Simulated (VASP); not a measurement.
Write the native input for VASP 6.6.1 that does the following.

```
Task                   : single point
Functional             : PBE
Potentials or basis    : VASP PAW PBE potentials, release 64 (Sn_d)
Cutoff                 : 520 eV
k mesh                 : 6 × 6 × 6
Occupations            : fermi-dirac, width 0.15 eV
Spin                   : no spin polarisation
Dipole correction      : no
Further INCAR settings : ALGO = Normal; EDIFF = 1e-07; NBANDS = 21
```

The structure of Sn lies in POSCAR:

```
Sn
1.0
    0.0000000000      3.1673378875      3.1673378875
    3.1673378875      0.0000000000      3.1673378875
    3.1673378875      3.1673378875      0.0000000000
Sn
2
Direct
    0.0000000000      0.0000000000      0.0000000000
    0.2500000000      0.2500000000      0.2500000000
```

The input as run:

INCAR

```
SYSTEM = Sn
  PREC = Accurate
  ENCUT = 520
  EDIFF = 1E-7
  ISMEAR = -1
  SIGMA = 0.15
  LREAL = .False.
  LASPH = .True.
  NELM = 80
  ALGO = Normal
  ISIF = 2
  LWAVE = .False.
  LCHARG = .False.
  GGA = PE
  NBANDS = 21
```

KPOINTS

```
regular mesh
0
Gamma
  6 6 6
  0 0 0
```

Potentials or basis: VASP PAW PBE potentials, release 64 (Sn_d).

Run with:

```console
$ cat potpaw_PBE.64/Sn_d/POTCAR > POTCAR
$ mpirun -np 1 vasp_std > vasp.out
```

Results of the run:

| Quantity | Value |
| --- | --- |
| Pressure | 7.7 GPa |
| Band gap on the k mesh | zero (filled and empty bands touch) |

Caveat: spin-orbit coupling is left out, which moves the levels of the heavy elements.

Wall time 21 s on 1 thread of Intel Xeon 6975P-C, with other jobs on the host, peak memory 0.2 GiB.
